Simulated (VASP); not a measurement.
# H5Pt (P6/mmm) in VASP: single point with PBE

Aim: the single point of H5Pt with PBE.

Program: VASP 6.6.1. These are calculated values, not measurements. Logs are shortened: lines on timing, memory, paths and dates and some standing lists are left out, and cuts for length are marked.

## Step 1: The cell of the first run

The structure is hexagonal, space group P6/mmm (No. 191). Conventional cell: a = 3.443 Å, b = 3.443 Å, c = 5.588 Å, α = 90.00°, β = 90.00°, γ = 120.00°. H (site symmetry mmm) has 2 Pt at 1.72 Å and 4 H at 1.72 Å within 2.3 Å. H (site symmetry -6m2) has 3 H at 1.99 Å within 2.6 Å. Within 2.3 Å of Pt (site symmetry 6/mmm) lie 6 H at 1.72 Å.

The cell was generated, and may not be a known phase.

## Step 2: Single point, PBE

The input, INCAR:

```
PREC = Accurate
ENCUT = 570
EDIFF = 1E-6
ISMEAR = 0
SIGMA = 0.1
LREAL = False
LASPH = True
NELM = 120
ALGO = Normal
ISIF = 2
LWAVE = False
LCHARG = True
GGA = PE
LELF = True
LVHAR = True
NBANDS = 20
GGA_COMPAT = False
```

The input, KPOINTS:

```
Automatic mesh
0
Gamma
  6 6 4
```

The input, POSCAR:

```
H5Pt
1.0
    3.4430837008      0.0000000000      0.0000000000
   -1.7215418504      2.9817979523      0.0000000000
    0.0000000000      0.0000000000      5.5875657945
H Pt
5 1
Direct
    0.5000000000      0.0000000000      0.0000000000
    0.0000000000      0.5000000000      0.0000000000
    0.5000000000      0.5000000000      0.0000000000
    0.3333333333      0.6666666667      0.5000000000
    0.6666666667      0.3333333333      0.5000000000
    0.0000000000      0.0000000000      0.0000000000
```

Potentials or basis: VASP PAW PBE potentials, release 64 (H, Pt_sv_GW).

On the command line:

```
$ cat potpaw_PBE.64/H/POTCAR potpaw_PBE.64/Pt_sv_GW/POTCAR > POTCAR
$ mpirun -np 1 vasp_std > vasp.out
```

OUTCAR:

```text
PREC = Accurate
   ENCUT = 570
   EDIFF = 1E-6
   ISMEAR = 0
   LREAL = False
   LASPH = True
   NELM = 120
   ISIF = 2
   GGA = PE

 ion  position               nearest neighbor table
   1  0.500  0.000  0.000-   6 1.72   6 1.72
   2  0.000  0.500  0.000-   6 1.72   6 1.72
   3  0.500  0.500  0.000-   6 1.72   6 1.72
   4  0.333  0.667  0.500-
   5  0.667  0.333  0.500-
   6  0.000  0.000  0.000-   1 1.72   1 1.72   3 1.72   2 1.72   2 1.72   3 1.72

  LATTYP: Found a hexagonal cell.
 ALAT       =     3.4430837008
 C/A-ratio  =     1.6228376305

  Lattice vectors:

 A1 = (   3.4430837008,   0.0000000000,   0.0000000000)
 A2 = (  -1.7215418504,   2.9817979523,   0.0000000000)
 A3 = (   0.0000000000,   0.0000000000,   5.5875657945)

Analysis of symmetry for initial positions (statically):
=====================================================================
 Subroutine PRICEL returns:
 Original cell was already a primitive cell.

 Routine SETGRP: Setting up the symmetry group for a
 hexagonal supercell.

 Subroutine GETGRP returns: Found 24 space group operations
 (whereof 24 operations were pure point group operations)
 out of a pool of 24 trial point group operations.

The static configuration has the point symmetry D_6h.

Analysis of symmetry for dynamics (positions and initial velocities):
=====================================================================
 Subroutine PRICEL returns:
 Original cell was already a primitive cell.

 Routine SETGRP: Setting up the symmetry group for a
 hexagonal supercell.

 Subroutine GETGRP returns: Found 24 space group operations
 (whereof 24 operations were pure point group operations)
 out of a pool of 24 trial point group operations.

The dynamic configuration has the point symmetry D_6h.

 Subroutine INISYM returns: Found 24 space group operations
 (whereof 24 operations are pure point group operations),
 and found     1 'primitive' translations

----------------------------------------------------------------------------------------

[... 90 lines left out ...]
   ISPIN  =      1    spin polarized calculation?
   LNONCOLLINEAR =      F non collinear calculations
   LSORBIT =      F    spin-orbit coupling
   LASPH  =      T    aspherical Exc in radial PAW
   ENCUT  =  570.0 eV  41.89 Ry    6.47 a.u.   6.70  6.70 10.88*2*pi/ulx,y,z
   NELM   =    120;   NELMIN=  2; NELMDL= -5     # of ELM steps
   EDIFF  = 0.1E-05   stopping-criterion for ELM
   LREAL  =      F    real-space projection
   EDIFFG = 0.1E-04   stopping-criterion for IOM
   NSW    =      0    number of steps for IOM
   IBRION =     -1    ionic relax: 0-MD 1-quasi-New 2-CG
   NFREE  =      0    steps in history (QN), initial steepest desc. (CG)
   ISIF   =      2    stress and relaxation
   ISYM   =      2    0-nonsym 1-usesym 2-fastsym
   POTIM  = 0.5000    time-step for ionic-motion
   TEBEG  =    0.0;   TEEND  =   0.0 temperature during run
   PSTRESS=    0.0 pullay stress
   NELECT =      23.0000    total number of electrons
   NUPDOWN=      -1.0000    fix difference up-down
   EMIN   =  10.00;   EMAX   =-10.00  energy-range for DOS
   EFERMI =   0.00;   METHOD = LEGACY
   ISMEAR =     0;   SIGMA  =   0.10  broadening in eV -4-tet -1-fermi 0-gaus
   EFERMI_NEDOS =   21; number of points for ismear=-14 and -15
   IALGO  =     38    algorithm
   IMIX   =      4    mixing-type and parameters
     AMIX     =   0.40;   BMIX     =  1.00
     AMIX_MAG =   1.60;   BMIX_MAG =  1.00
  volume/ion in A,a.u.               =       9.56        64.52
  Fermi-wavevector in a.u.,A,eV,Ry     =   1.207169  2.281218 19.827175  1.457256
  Thomas-Fermi vector in A             =   2.342814
   LORBIT       =      0    0 simple, 1 ext, 2 COOP (PROOUT), +10 PAW based schemes
   GGA     = PE    functional components
   LHFCALC =     F    Hartree Fock is set to
   AEXX    =    0.0000 exact exchange contribution
   IVDW    =     0    specifies the selected vdW correction
   LEPSILON=     F    determine dielectric tensor
   LRPA    =     F    only Hartree local field effects (RPA)
 non-spin polarized calculation
 Gauss-broadening in eV      SIGMA  =   0.10
  energy-cutoff  :      570.00
  volume of cell :       57.37
 maximum number of plane-waves:      1798
 NGX is ok and might be reduce to    28
   NGX = 13   NGY = 13   NGZ = 21

 number of electron      23.0000000 magnetization

 Free energy of the ion-electron system (eV)
  ---------------------------------------------------
  ext. energy  EPLUGINS =         0.00000000
  ---------------------------------------------------
  free energy    TOTEN  =       -17.32949475 eV

  energy without entropy =      -17.32749576  energy(sigma->0) =      -17.32849526

 E-fermi :   0.2957     XC(G=0):  -8.8777

 val. band max:        0.2143129032   @ k =   0.3333   0.3333   0.5000
 cond. band min:       0.4013306460   @ k =   0.3333   0.3333   0.2500
 fundamental gap:      0.1870177428
 Fermi energy:         0.2957119454

 k-point     1 :       0.0000    0.0000    0.0000
  band No.  band energies     occupation
      1     -97.7105      2.00000
      2     -52.2597      2.00000
      3     -52.2597      2.00000
      4     -51.1628      2.00000
      5     -10.9621      2.00000
      6      -5.7690      2.00000
[... 472 lines left out ...]
     19      12.7874      0.00000
     20      12.7874      0.00000

------------------------ aborting loop because EDIFF is reached ----------------------------------------

  FORCE on cell =-STRESS in cart. coord.  units (eV):
  Direction    XX          YY          ZZ          XY          YZ          ZX
  --------------------------------------------------------------------------------------
  -------------------------------------------------------------------------------------
  Total       -0.1849786     -0.1849786     -0.0675313      0.0000000     -0.0000000      0.0000000
  in kB       -5.1663474     -5.1663474     -1.8861113      0.0000000     -0.0000000      0.0000000
  external PRESSURE =      -4.0729354 kB  Pullay stress =       0.0000000 kB

 VOLUME and BASIS-vectors are now :
 -----------------------------------------------------------------------------
  energy-cutoff  :      570.00
  volume of cell :       57.37
      direct lattice vectors                 reciprocal lattice vectors
     3.443083701  0.000000000  0.000000000     0.290437319  0.167684064  0.000000000
    -1.721541850  2.981797952  0.000000000     0.000000000  0.335368129  0.000000000
     0.000000000  0.000000000  5.587565794     0.000000000  0.000000000  0.178968810

 POSITION                                       TOTAL-FORCE (eV/Angst)
 -----------------------------------------------------------------------------------
      1.72154      0.00000      0.00000         0.000000      0.000000      0.000000
     -0.86077      1.49090      0.00000         0.000000      0.000000      0.000000
      0.86077      1.49090      0.00000         0.000000      0.000000      0.000000
     -0.00000      1.98787      2.79378         0.000000     -0.000000      0.000000
      1.72154      0.99393      2.79378        -0.000000      0.000000      0.000000
      0.00000      0.00000      0.00000         0.000000      0.000000      0.000000
 -----------------------------------------------------------------------------------
    total drift:                               -0.000000      0.000000      0.000000

  FREE ENERGIE OF THE ION-ELECTRON SYSTEM (eV)
  ---------------------------------------------------
  free  energy   TOTEN  =       -17.3294947497 eV

  energy  without entropy=      -17.3274957629  energy(sigma->0) =      -17.32849526
```

OSZICAR:

```text
N       E                     dE             d eps       ncg     rms          rms(c)
DAV:   1     0.925857265576E+02    0.92586E+02   -0.14308E+04  1104   0.111E+03
DAV:   2    -0.157711933334E+02   -0.10836E+03   -0.10533E+03  1052   0.287E+02
DAV:   3    -0.202442236106E+02   -0.44730E+01   -0.43545E+01  1040   0.457E+01
DAV:   4    -0.202753131968E+02   -0.31090E-01   -0.31074E-01  1032   0.404E+00
DAV:   5    -0.202754556990E+02   -0.14250E-03   -0.14250E-03   972   0.256E-01    0.620E+01
DAV:   6    -0.181481669601E+02    0.21273E+01   -0.37358E+01  1008   0.290E+01    0.575E+01
DAV:   7    -0.173775903960E+02    0.77058E+00   -0.23725E+00   904   0.133E+01    0.377E+01
DAV:   8    -0.176153904012E+02   -0.23780E+00   -0.34171E+00   968   0.815E+00    0.122E+01
DAV:   9    -0.173394347611E+02    0.27596E+00   -0.30203E+00   944   0.698E+00    0.190E+00
DAV:  10    -0.173317407511E+02    0.76940E-02   -0.57791E-02   900   0.139E+00    0.166E+00
DAV:  11    -0.173294606123E+02    0.22801E-02   -0.12703E-02   944   0.399E-01    0.485E-01
DAV:  12    -0.173294976275E+02   -0.37015E-04   -0.42802E-04   928   0.133E-01    0.102E-01
DAV:  13    -0.173294944723E+02    0.31551E-05   -0.62351E-06   960   0.111E-02    0.111E-01
DAV:  14    -0.173294950649E+02   -0.59258E-06   -0.63188E-05   932   0.414E-02    0.165E-02
DAV:  15    -0.173294947497E+02    0.31526E-06   -0.36788E-06   896   0.123E-02
   1 F= -.17329495E+02 E0= -.17328495E+02  d E =-.199899E-02
```

Wall time 17 s (1 thread of Intel Xeon 6975P-C (Granite Rapids), shared host); peak memory 0.19 GiB.

What came out:

| Item | Value |
| --- | --- |
| Free energy | -17.3295 eV |
| Pressure | -0.4 GPa |
| Band gap on the k mesh | zero (an odd number of electrons rules out a gap without spin polarisation) |

Stress tensor (GPa, compression positive):
```
-0.52  0.00  0.00
 0.00 -0.52  0.00
 0.00  0.00 -0.19
```

Caveat: spin-orbit coupling is left out, which moves the levels of the heavy elements.

The gap in the log of VASP goes by the Fermi energy; the results here count the filled bands.